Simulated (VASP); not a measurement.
# HfN (Fm-3m) in VASP: notebook, part 2 of 2

VASP 6.6.1.

## 3. Single point, PBEsol

INCAR

```
SYSTEM = HfN
ALGO     = Normal         ! electronic algorithm
EDIFF    = 1E-6           ! SCF threshold, eV
ENCUT    = 520            ! plane-wave cutoff, eV
GGA      = PS             ! functional
ISIF     = 2              ! what is computed and relaxed
ISMEAR   = 1              ! smearing method
LASPH    = .True.         ! aspherical terms in the spheres
LCHARG   = .True.         ! write CHGCAR
LELF     = .True.         ! ELF
LREAL    = .False.        ! projectors in reciprocal space
LVHAR    = .True.       
LWAVE    = .False.        ! write WAVECAR
NBANDS   = 14             ! bands
NELM     = 60             ! most SCF steps
PREC     = Accurate       ! precision mode
SIGMA    = 0.1            ! smearing width, eV
```

KPOINTS

```
k-points
0
Gamma
  13 13 13
  0 0 0
```

POSCAR

```
HfN
1.0
    0.0000000000      2.2505677308      2.2505677308
    2.2505677308      0.0000000000      2.2505677308
    2.2505677308      2.2505677308      0.0000000000
Hf N
1 1
Direct
    0.0000000000      0.0000000000      0.0000000000
    0.5000000000      0.5000000000      0.5000000000
```

Potentials or basis: VASP PAW PBE potentials, release 64 (Hf_pv, N).

Launch:

```console
> cat potpaw_PBE.64/Hf_pv/POTCAR potpaw_PBE.64/N/POTCAR > POTCAR
> mpirun -np 1 vasp_std > vasp.out
```

Run time: 16 s. Hardware: 1 thread of Intel Xeon Platinum 8259CL at 2.50GHz (Skylake/Cascade Lake), shared host; peak memory 0.16 GiB.

Results (log left out):

- Free energy: -22.9912 eV
- Pressure: -2.1 GPa

Levels at points of the mesh, in eV from the Fermi level:
| k point | band 4 | band 5 | band 6 | band 7 | band 8 | band 9 | band 10 | band 11 | band 12 | band 13 |
| --- | --- | --- | --- | --- | --- | --- | --- | --- | --- | --- |
| (0.00, 0.00, 0.00) | -17.58 | -3.07 | -3.07 | -3.07 | -0.46 | -0.46 | -0.46 | 1.84 | 1.89 | 1.89 |

Caveat: the PAW data sets were made with another functional, which shifts forces and pressure a little; spin-orbit coupling is left out, which moves the levels of the heavy elements.

## 4. Relaxation of cell and atoms, PBEsol

This run uses another cell than the first one, of 11.48 Å³/atom, 1.007 times its volume.

INCAR

```
PREC     = Accurate       # precision mode
ENCUT    = 600            # plane-wave cutoff, eV
EDIFF    = 1E-7           # SCF threshold, eV
ISMEAR   = 1              # smearing method
SIGMA    = 0.1            # smearing width, eV
LREAL    = F              # projectors in reciprocal space
LASPH    = T              # aspherical terms in the spheres
NELM     = 100            # most SCF steps
ALGO     = Normal         # electronic algorithm
ISIF     = 3              # what is computed and relaxed
LWAVE    = F              # write WAVECAR
LCHARG   = F              # write CHGCAR
GGA      = PS             # functional
IBRION   = 2              # ionic algorithm
NSW      = 80             # ionic steps
EDIFFG   = -0.005         # ionic threshold
```

KPOINTS

```
Automatic mesh
0
Gamma
  13 13 13
```

POSCAR

```
HfN
1.0
    0.0000000000      2.2560000000      2.2560000000
    2.2560000000      0.0000000000      2.2560000000
    2.2560000000      2.2560000000      0.0000000000
Hf N
1 1
Direct
    0.0000000000      0.0000000000      0.0000000000
    0.5000000000      0.5000000000      0.5000000000
```

Launch:

```console
> cat potpaw_PBE.64/Hf_pv/POTCAR potpaw_PBE.64/N/POTCAR > POTCAR
> mpirun -np 1 vasp_std > vasp.out
```

It took 59 s on 1 thread of Intel Xeon Platinum 8259CL at 2.50GHz (Skylake/Cascade Lake), shared host; peak memory 0.18 GiB.

The run converged. Its results:

```yaml
Free_energy: -22.9948 eV
Relaxed_volume: 11.31 Å³/atom
Relaxed_cell: a = 3.175 Å, b = 3.175 Å, c = 3.175 Å, α = 60.00°, β = 60.00°, γ = 60.00°
Space_group_after_relaxing_to_0.05_Å: Fm-3m (No. 225)
Energy_gained_by_relaxing: 2.3 meV/atom
Ionic_steps: 3
Pressure_after_relaxing: 0.0 GPa
```

Step by step:
```tsv
step	energy change (eV)	largest force (eV/Å)	pressure (GPa)	volume (Å³)
1	0.0000	0.0000	-4.24	22.96
2	0.0135	0.0000	9.14	21.97
3	-0.0046	0.0000	-0.03	22.63
```

Final structure:
```
Hf N
1.0
     0.00000    2.24485    2.24485
     2.24485    0.00000    2.24485
     2.24485    2.24485    0.00000
Hf N
1 1
Direct
  0.00000 0.00000 0.00000
  0.50000 0.50000 0.50000
```

Levels at points of the mesh, in eV from the Fermi level:
| k point | band 6 | band 7 | band 8 | band 9 | band 10 | band 11 |
| --- | --- | --- | --- | --- | --- | --- |
| (0.00, 0.00, 0.00) | -3.08 | -3.08 | -0.46 | -0.46 | -0.46 | 1.91 |

Caveat: the PAW data sets were made with another functional, which shifts forces and pressure a little; spin-orbit coupling is left out, which moves the levels of the heavy elements.

## 5. Relaxation of cell and atoms, PBEsol

This run uses another cell than the first one, of 11.48 Å³/atom, 1.007 times its volume.

INCAR

```
SYSTEM = HfN
PREC = Accurate
ENCUT = 600
EDIFF = 1E-7
ISMEAR = 1
SIGMA = 0.1
LREAL = .False.
LASPH = .True.
NELM = 100
ALGO = Normal
ISIF = 3
LWAVE = .False.
LCHARG = .False.
GGA = PS
IBRION = 2
NSW = 80
EDIFFG = -0.005
```

KPOINTS

```
regular mesh
0
Gamma
  13 13 13
  0 0 0
```

POSCAR is that of step 4.

Potentials or basis: VASP PAW PBE potentials, release 64 (Hf_pv, N).

Launch:

```console
> cat potpaw_PBE.64/Hf_pv/POTCAR potpaw_PBE.64/N/POTCAR > POTCAR
> mpirun -np 1 vasp_std > vasp.out
```

OUTCAR:

```text
SYSTEM = HfN
   PREC = Accurate
   ENCUT = 600
   EDIFF = 1E-7
   ISMEAR = 1
   LREAL = .False.
   LASPH = .True.
   NELM = 100
   ISIF = 3
   GGA = PS
   IBRION = 2
   NSW = 80
   EDIFFG = -0.005

 ion  position               nearest neighbor table
   1  0.000  0.000  0.000-   2 2.26   2 2.26   2 2.26   2 2.26   2 2.26   2 2.26
   2  0.500  0.500  0.500-   1 2.26   1 2.26   1 2.26   1 2.26   1 2.26   1 2.26

  LATTYP: Found a face centered cubic cell.
 ALAT       =     4.5120000000

  Lattice vectors:

 A1 = (   0.0000000000,   2.2560000000,   2.2560000000)
 A2 = (   2.2560000000,   0.0000000000,   2.2560000000)
 A3 = (   2.2560000000,   2.2560000000,   0.0000000000)

Analysis of symmetry for initial positions (statically):
[... 5 lines left out ...]
 face centered cubic supercell.

 Subroutine GETGRP returns: Found 48 space group operations
[... 250 lines left out ...]

 val. band max:        8.4193001948   @ k =   0.1538   0.0000   0.0000
 cond. band min:       8.4786311263   @ k =  -0.3846   0.3077   0.0000
 fundamental gap:      0.0593309315
 Fermi energy:         8.4479663832

 k-point     1 :       0.0000    0.0000    0.0000
  band No.  band energies     occupation
      1     -22.6175      2.00000
      2     -22.6175      2.00000
      3     -22.6175      2.00000
      4      -9.1829      2.00000
      5       5.3632      2.00000
      6       5.3632      2.00000
      7       5.3632      2.00000
      8       7.9849      2.00000
      9       7.9849      2.00000
     10       7.9849      2.00000
     11      10.3624     -0.00000
[... 309 lines left out ...]
 k-point    24 :       0.4615    0.1538    0.0000
  band No.  band energies     occupation
      1     -23.5143      2.00000
      2     -22.8210      2.00000
      3     -22.7688      2.00000
      4      -6.8613      2.00000
      5       0.3154      2.00000
      6       2.3954      2.00000
      7       2.7430      2.00000
      8       8.9194     -0.00000
      9      12.2583      0.00000
     10      12.5157      0.00000
     11      14.2729      0.00000

 [... further k-points ...]
[... 5 lines left out ...]
  --------------------------------------------------------------------------------------
  -------------------------------------------------------------------------------------
  Total       -0.0048159     -0.0048159     -0.0048159      0.0000000     -0.0000000     -0.0000000
  in kB       -0.3410375     -0.3410375     -0.3410375      0.0000000     -0.0000000     -0.0000000
  external PRESSURE =      -0.3410375 kB  Pullay stress =       0.0000000 kB
[... 17 lines left out ...]
  FREE ENERGIE OF THE ION-ELECTRON SYSTEM (eV)
  ---------------------------------------------------
  free  energy   TOTEN  =       -22.9947807540 eV

  energy  without entropy=      -22.9944337335  energy(sigma->0) =      -22.99466508

 reached required accuracy - stopping structural energy minimisation
```

OSZICAR:

```text
N       E                     dE             d eps       ncg     rms          rms(c)
DAV:   1     0.424767326311E+02    0.42477E+02   -0.90104E+03  1856   0.144E+03
[... 25 lines left out ...]
DAV:   1    -0.230387122906E+02   -0.62039E-01   -0.12177E+00  1848   0.114E+01    0.387E+00
DAV:   2    -0.230051747136E+02    0.33538E-01   -0.56143E-02  1917   0.234E+00    0.181E+00
DAV:   3    -0.229951173037E+02    0.10057E-01   -0.21830E-02  2049   0.146E+00    0.111E+00
DAV:   4    -0.229948266818E+02    0.29062E-03   -0.11930E-03  2332   0.367E-01    0.683E-01
DAV:   5    -0.229947835199E+02    0.43162E-04   -0.14165E-04  2174   0.101E-01    0.746E-02
DAV:   6    -0.229947806679E+02    0.28519E-05   -0.14083E-05  2288   0.386E-02    0.152E-02
DAV:   7    -0.229947807540E+02   -0.86094E-07   -0.60766E-07  2171   0.825E-03
   3 F= -.22994781E+02 E0= -.22994665E+02  d E =-.458850E-02
```

CONTCAR:

```text
HfN
   1.00000000000000
    -0.0000000000000000    2.2448468934831207    2.2448468934831207
     2.2448468934831207    0.0000000000000000    2.2448468934831207
     2.2448468934831207    2.2448468934831207   -0.0000000000000000
  Hf              N
     1     1
Direct
     0.0000000000000000    0.0000000000000000    0.0000000000000000
     0.5000000000000000    0.5000000000000000    0.5000000000000000

  0.00000000E+00  0.00000000E+00  0.00000000E+00
  0.00000000E+00  0.00000000E+00  0.00000000E+00
```

It took 56 s on 1 thread of Intel Xeon Platinum 8259CL at 2.50GHz (Skylake/Cascade Lake), shared host; peak memory 0.19 GiB.

What came out:

- Free energy: -22.9948 eV
- Relaxed volume: 11.31 Å³/atom
- Relaxed cell: a = 3.175 Å, b = 3.175 Å, c = 3.175 Å, α = 60.00°, β = 60.00°, γ = 60.00°
- Space group after relaxing (to 0.05 Å): Fm-3m (No. 225)
- Energy gained by relaxing: 2.3 meV/atom
- Ionic steps: 3
- Pressure after relaxing: 0.0 GPa

The path:
| step | energy change (eV) | largest force (eV/Å) | pressure (GPa) | volume (Å³) |
| --- | --- | --- | --- | --- |
| 1 | 0.0000 | 0.0000 | -4.24 | 22.96 |
| 2 | 0.0135 | 0.0000 | 9.14 | 21.97 |
| 3 | -0.0046 | 0.0000 | -0.03 | 22.63 |

Final structure:
```cif
data_structure
_symmetry_space_group_name_H-M 'P 1'
_symmetry_Int_Tables_number 1
_cell_length_a 3.1747
_cell_length_b 3.1747
_cell_length_c 3.1747
_cell_angle_alpha 60.000
_cell_angle_beta 60.000
_cell_angle_gamma 60.000
_cell_volume 22.63
loop_
_atom_site_label
_atom_site_type_symbol
_atom_site_fract_x
_atom_site_fract_y
_atom_site_fract_z
_atom_site_occupancy
Hf1 Hf 0.00000 0.00000 0.00000 1
N1 N 0.50000 0.50000 0.50000 1
```

Caveat: the PAW data sets were made with another functional, which shifts forces and pressure a little; spin-orbit coupling is left out, which moves the levels of the heavy elements.
